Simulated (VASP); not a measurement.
Set up this calculation in VASP 6.6.1, as the native input.

| Property | Result |
| --- | --- |
| Task | single point |
| Functional | r2SCAN |
| Potentials or basis | VASP PAW PBE potentials, release 64 (Si, C) |
| Cutoff | 520 eV |
| k mesh | 12 × 12 × 6 |
| Occupations | gaussian, width 0.02 eV |
| Spin | no spin polarisation |
| Dipole correction | no |
| Further INCAR settings | ALGO = Normal; EDIFF = 1e-07; NBANDS = 16 |

The system is SiC.

```
CELL_PARAMETERS angstrom
3.07520 0.00000 0.00000
-1.53760 2.66320 0.00000
0.00000 0.00000 5.04817
ATOMIC_POSITIONS crystal
Si 0.33333 0.66667 0.00460
Si 0.66667 0.33333 0.50460
C 0.33333 0.66667 0.38040
C 0.66667 0.33333 0.88040
```

The input as run:

POSCAR

```
SiC
1.0
    3.0751950059      0.0000000000      0.0000000000
   -1.5375975029      2.6631969967      0.0000000000
    0.0000000000      0.0000000000      5.0481668544
Si C
2 2
Direct
    0.3333333333      0.6666666667      0.0046028828
    0.6666666667      0.3333333333      0.5046028828
    0.3333333333      0.6666666667      0.3803971172
    0.6666666667      0.3333333333      0.8803971172
```

INCAR.step1

```
SYSTEM = SiC
PREC = Accurate
ENCUT = 520
ISMEAR = 0
SIGMA = 0.02
LREAL = .FALSE.
LASPH = .TRUE.
NELM = 100
NBANDS = 16
GGA = PE
ALGO = Normal
EDIFF = 1E-4
LWAVE = .TRUE.
LCHARG = .FALSE.
```

INCAR.step2

```
SYSTEM = SiC
PREC = Accurate
ENCUT = 520
EDIFF = 1E-7
ISMEAR = 0
SIGMA = 0.02
LREAL = .FALSE.
LASPH = .TRUE.
NELM = 100
ALGO = Normal
ISIF = 2
LWAVE = .FALSE.
LCHARG = .FALSE.
METAGGA = R2SCAN
LMIXTAU = .TRUE.
NBANDS = 16
ISTART = 1
```

KPOINTS

```
regular mesh
0
G
  12 12 6
  0 0 0
```

Potentials or basis: VASP PAW PBE potentials, release 64 (Si, C).

Launch:

```bash
$ cat potpaw_PBE.64/Si/POTCAR potpaw_PBE.64/C/POTCAR > POTCAR
$ cp INCAR.step1 INCAR
$ mpirun -np 1 vasp_std > vasp.out
$ cp INCAR.step2 INCAR
$ mpirun -np 1 vasp_std > vasp.out
```

It gave:

* Pressure: -0.2 GPa
* Band gap on the k mesh: 2.66 eV, indirect (least direct gap 4.48 eV)

Caveat: the PAW data sets were made with another functional, which shifts forces and pressure a little.

Wall time 76 s on 1 thread of Intel(R) Xeon(R) 6975P-C (Granite Rapids), with other jobs on the host, peak memory 0.18 GiB.
